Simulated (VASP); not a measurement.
Here is a VASP 6.6.1 calculation.

File INCAR:

```
SYSTEM = HfO2
ALGO = Normal
EDIFF = 1E-6
ENCUT = 520
GGA = PE
ISIF = 2
ISMEAR = 0
LASPH = .TRUE.
LCHARG = .TRUE.
LELF = .TRUE.
LREAL = .FALSE.
LVHAR = .TRUE.
LWAVE = .FALSE.
NBANDS = 31
NELM = 80
PREC = Accurate
SIGMA = 0.05
```

File KPOINTS:

```
k-points
0
G
  6 6 4
  0 0 0
```

The input POSCAR:

```
HfO2
1.0
    3.6043047840      0.0000000000      0.0000000000
    0.0000000000      3.6043047840      0.0000000000
    0.0000000000      0.0000000000      4.8691697185
Hf O
2 4
Direct
    0.5000000000      0.5000000000      0.5000000000
    0.0000000000      0.0000000000      0.0000000000
    0.0000000000      0.5000000000      0.6932520948
    0.5000000000      0.0000000000      0.8067479052
    0.5000000000      0.0000000000      0.3067479052
    0.0000000000      0.5000000000      0.1932520948
```

Potentials or basis: VASP PAW PBE potentials, release 64 (Hf_pv, O).

The run is started by

```sh
$ cat potpaw_PBE.64/Hf_pv/POTCAR potpaw_PBE.64/O/POTCAR > POTCAR
$ mpirun -np 1 vasp_std > vasp.out
```

(1) Predict the largest force.

(2) Estimate the pressure.

(3) Estimate the band gap on the k mesh.

## Answers

(1) 0.565 eV/Å.

(2) 16.0 GPa.

(3) 3.84 eV, indirect (least direct gap 3.89 eV).

Caveat: the cell differs from its parent crystal (strain -0.0750 x Voigt [0, 0, 1, 0, 0, 0]); spin-orbit coupling is left out, which moves the levels of the heavy elements.
